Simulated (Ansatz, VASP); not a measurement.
# TaC in VASP and in Ansatz

```
Ta C
1.0
     3.15505    0.00000    0.00000
     0.00000    3.15505    0.00000
     0.00000    0.00000   23.92382
Ta C
5 5
Cartesian
  1.5775 1.5775 7.5000
  0.0000 0.0000 9.7310
  1.5775 1.5775 11.9619
  0.0000 0.0000 14.1929
  1.5775 1.5775 16.4238
  0.0000 0.0000 7.5000
  1.5775 1.5775 9.7310
  0.0000 0.0000 11.9619
  1.5775 1.5775 14.1929
  0.0000 0.0000 16.4238
```

Alike in both runs: task single point; functional r2SCAN; k mesh 11 × 11 × 1; occupations gaussian, width 0.1 eV; collinear spin.

|  | VASP | Ansatz |
| --- | --- | --- |
| version | VASP 6.6.1 | Ansatz 0.2.0 |
| potentials or method | VASP PAW PBE potentials, release 64 (Ta_pv, C), cutoff 580 eV | scalar-relativistic, plane waves, PAW |
| valence electrons in the cell | 75 | 85 |

|  | VASP | Ansatz | Ansatz less VASP |
| --- | --- | --- | --- |
| gap on the k mesh at the Fermi level (eV) | none | none | - |
| rms of the force components (eV/Å) | 0.815 | 0.825 | +0.0103 |
| net moment per atom (μB) | 0.00 | 0.00 | 0.000 |

VASP's potentials were made for PBE, not for r2SCAN. A gap of «none» marks a metal or a gap that the smearing closes. VASP's potentials hold 75 valence electrons a cell and Ansatz's 85, so a difference there can come from the potentials and not from the codes. Ansatz's warnings: seeded moment not kept, stability check not made, xc potential rough in thin density.

Neither program's run includes spin-orbit coupling.
